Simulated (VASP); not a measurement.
Here is a VASP 6.6.1 calculation.

Contents of POSCAR:

```
CsPbBr3
1.0
   11.7633300000      0.0000000000      0.0000000000
    0.0000000000     11.7633300000      0.0000000000
    0.0000000000      0.0000000000     11.7633300000
Cs Pb Br
8 8 24
Direct
    0.0000000000      0.0000000000      0.0000000000
    0.0000000000      0.0000000000      0.5000000000
    0.0000000000      0.5000000000      0.0000000000
    0.0000000000      0.5000000000      0.5000000000
    0.5000000000      0.0000000000      0.0000000000
    0.5000000000      0.0000000000      0.5000000000
    0.5000000000      0.5000000000      0.0000000000
    0.5000000000      0.5000000000      0.5000000000
    0.2500000000      0.2500000000      0.2500000000
    0.2500000000      0.2500000000      0.7500000000
    0.2500000000      0.7500000000      0.2500000000
    0.2500000000      0.7500000000      0.7500000000
    0.7500000000      0.2500000000      0.2500000000
    0.7500000000      0.2500000000      0.7500000000
    0.7500000000      0.7500000000      0.2500000000
    0.7500000000      0.7500000000      0.7500000000
    0.2500000000      0.2500000000      0.0000000000
    0.2500000000      0.2500000000      0.5000000000
    0.2500000000      0.7500000000      0.0000000000
    0.2500000000      0.7500000000      0.5000000000
    0.7500000000      0.2500000000      0.0000000000
    0.7500000000      0.2500000000      0.5000000000
    0.7500000000      0.7500000000      0.0000000000
    0.7500000000      0.7500000000      0.5000000000
    0.0000000000      0.2500000000      0.2500000000
    0.0000000000      0.2500000000      0.7500000000
    0.0000000000      0.7500000000      0.2500000000
    0.0000000000      0.7500000000      0.7500000000
    0.5000000000      0.2500000000      0.2500000000
    0.5000000000      0.2500000000      0.7500000000
    0.5000000000      0.7500000000      0.2500000000
    0.5000000000      0.7500000000      0.7500000000
    0.2500000000      0.0000000000      0.2500000000
    0.2500000000      0.0000000000      0.7500000000
    0.2500000000      0.5000000000      0.2500000000
    0.2500000000      0.5000000000      0.7500000000
    0.7500000000      0.0000000000      0.2500000000
    0.7500000000      0.0000000000      0.7500000000
    0.7500000000      0.5000000000      0.2500000000
    0.7500000000      0.5000000000      0.7500000000
```

Contents of INCAR.step1:

```
SYSTEM = CsPbBr3
ALGO = Normal
EDIFF = 1E-5
ENCUT = 400
GGA = PE
GGA_COMPAT = .False.
ISIF = 2
ISMEAR = -1
LASPH = .True.
LCHARG = .False.
LREAL = Auto
LWAVE = .True.
NBANDS = 202
NCORE = 4
NELM = 120
PREC = Accurate
SIGMA = 0.05
```

File INCAR.step2:

```
SYSTEM = CsPbBr3
ALGO = Normal
EDIFF = 1E-6
ENCUT = 400
GGA = PE
GGA_COMPAT = .False.
HFSCREEN = 0.2079
ISIF = 2
ISMEAR = -1
ISTART = 1
LASPH = .True.
LCHARG = .False.
LHFCALC = .True.
LREAL = Auto
LWAVE = .False.
NBANDS = 202
NCORE = 4
NELM = 120
PREC = Accurate
PRECFOCK = Fast
SIGMA = 0.05
```

Contents of KPOINTS:

```
k-points
0
Gamma
  1 1 1
  0 0 0
```

Potentials or basis: VASP PAW PBE potentials, release 64 (Cs_sv, Pb_d, Br).

The run is started by

```console
$ cat potpaw_PBE.64/Cs_sv/POTCAR potpaw_PBE.64/Pb_d/POTCAR potpaw_PBE.64/Br/POTCAR > POTCAR
$ cp INCAR.step1 INCAR
$ mpirun -np 4 vasp_gam > vasp.out
$ cp INCAR.step2 INCAR
$ mpirun -np 4 vasp_gam > vasp.out
```

Task: Predict the band gap on the k mesh.

Result: 2.24 eV.

Task: What does it give for the pressure?

Result: 2.2 GPa.

Caveat: the k points lie up to 0.53 Å⁻¹ apart; the PAW data sets were made with another functional, which shifts forces and pressure a little; spin-orbit coupling is left out, which moves the levels of the heavy elements. A k mesh can miss the band edges.
